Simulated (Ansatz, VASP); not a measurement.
# ZrO in VASP and in Ansatz

```xyz
12
Lattice="3.4760 0.0000 0.0000 -1.7380 3.0103 0.0000 0.0000 0.0000 17.1573" Properties=species:S:1:pos:R:3 pbc="T T T"
Zr    1.7380    1.0034    2.1340
Zr    0.0000    0.0000    4.9936
Zr    1.7380    1.0034    7.8531
Zr    0.0000    2.0069   10.7127
Zr    0.0000    0.0000   13.5722
Zr    0.0000    2.0069   16.4318
O     1.7380    1.0034    0.0000
O     0.0000    0.0000    2.8596
O     1.7380    1.0034    5.7191
O     0.0000    2.0069    8.5787
O     0.0000    0.0000   11.4382
O     0.0000    2.0069   14.2978
```

Alike in both runs: task relaxation of cell and atoms; functional PBE; k mesh 6 × 6 × 1; occupations gaussian, width 0.1 eV; no spin polarisation.

```csv
,VASP,Ansatz
version,VASP 6.6.1,Ansatz 0.2.0
potentials or method,"VASP PAW PBE potentials, release 64 (Zr_sv, O), cutoff 600 eV","scalar-relativistic, plane waves, PAW"
valence electrons in the cell,108,108
```

Ansatz gave:

- gap on the k mesh at the Fermi level, each at its own relaxed structure (eV): none
- relaxed volume (Å³/atom): 15.61
- relaxed cell length with the largest relative difference (Å): 17.691

Task: What did VASP give for the same quantities?

Result: gap on the k mesh at the Fermi level, each at its own relaxed structure (eV): none; relaxed volume (Å³/atom): 15.64; relaxed cell length with the largest relative difference (Å): 17.718.

A gap of «none» marks a metal or a gap that the smearing closes.

The k mesh is coarse, so the values compare programs but aren't converged.
